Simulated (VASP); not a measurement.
Set up this calculation in VASP 6.6.1, as the native input.

```
Task                   : single point
Functional             : PBEsol
Potentials or basis    : VASP PAW PBE potentials, release 64 (Zr_sv, S)
Cutoff                 : 500 eV
k mesh                 : 5 × 5 × 3
Occupations            : gaussian, width 0.01 eV
Spin                   : no spin polarisation
Dipole correction      : no
Further INCAR settings : ALGO = Normal; EDIFF = 1e-06; NBANDS = 19
```

The structure of ZrS2 lies in POSCAR:

```
ZrS2
1.0
    3.6913827384     -0.0000002887      0.0000000000
   -1.8456911192      3.1968313709      0.0000000000
    0.0000000000      0.0000000000      6.0410770000
Zr S
1 2
Direct
    0.0000000000      0.0000000000      0.0000000000
    0.6666666667      0.3333333333      0.7647546155
    0.3333333333      0.6666666667      0.2352453845
```

The input as run:

INCAR

```
SYSTEM = ZrS2
ALGO = Normal
EDIFF = 1E-6
ENCUT = 500
GGA = PS
GGA_COMPAT = .FALSE.
ISIF = 2
ISMEAR = 0
LASPH = .TRUE.
LCHARG = .FALSE.
LREAL = .FALSE.
LWAVE = .FALSE.
NBANDS = 19
NELM = 120
PREC = Accurate
SIGMA = 0.01
```

KPOINTS

```
k-points
0
G
  5 5 3
  0 0 0
```

Potentials or basis: VASP PAW PBE potentials, release 64 (Zr_sv, S).

Run with:

```console
$ cat potpaw_PBE.64/Zr_sv/POTCAR potpaw_PBE.64/S/POTCAR > POTCAR
$ mpirun -np 1 vasp_std > vasp.out
```

Results of the run:

```
Pressure               : -1.5 GPa
Largest force          : 0.022 eV/Å
Band gap on the k mesh : 1.14 eV, indirect (least direct gap 1.58 eV)
```

Caveat: the PAW data sets were made with another functional, which shifts forces and pressure a little; this functional lacks dispersion, which binds the layers, so the pressure and a relaxed spacing across them are unreliable.

It took 24 s on 1 thread of Intel Xeon 8259CL (shared host), peak memory 0.19 GiB.
